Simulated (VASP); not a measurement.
Input of a VASP 6.6.1 run:

Contents of INCAR:

```
PREC = Accurate
ENCUT = 600
EDIFF = 1E-6
ISMEAR = -1
SIGMA = 0.1
LREAL = F
LASPH = T
NELM = 120
ALGO = Normal
ISIF = 2
LWAVE = F
LCHARG = T
LELF = T
LVHAR = T
NBANDS = 23
GGA_COMPAT = F
```

Contents of KPOINTS:

```
Automatic mesh
0
Gamma
  5 5 1
```

The input POSCAR:

```
CaMg2
1.0
    3.4682900000      0.0000000000      0.0000000000
   -1.7341450000      3.0036272477      0.0000000000
    0.0000000000      0.0000000000     16.7985200000
Ca Mg
2 4
Direct
    0.3333333333      0.6666666667      0.7500000000
    0.6666666667      0.3333333333      0.2500000000
    0.6666666667      0.3333333333      0.5790600000
    0.3333333333      0.6666666667      0.0790600000
    0.3333333333      0.6666666667      0.4209400000
    0.6666666667      0.3333333333      0.9209400000
```

Potentials or basis: VASP PAW LDA potentials, release 64 (Ca_sv, Mg).

The run is started by

```console
$ cat potpaw_LDA.64/Ca_sv/POTCAR potpaw_LDA.64/Mg/POTCAR > POTCAR
$ mpirun -np 1 vasp_std > vasp.out
```

(1) Predict the band gap on the k mesh.

(2) Predict the pressure.

(3) Estimate the largest force.

## Answers

(1) zero (bands 14 and 15 overlap by 0.97 eV).

(2) -1.7 GPa.

(3) 0.104 eV/Å.

Caveat: the k points lie up to 0.42 Å⁻¹ apart, too coarse for converged energies and pressures of a metal.
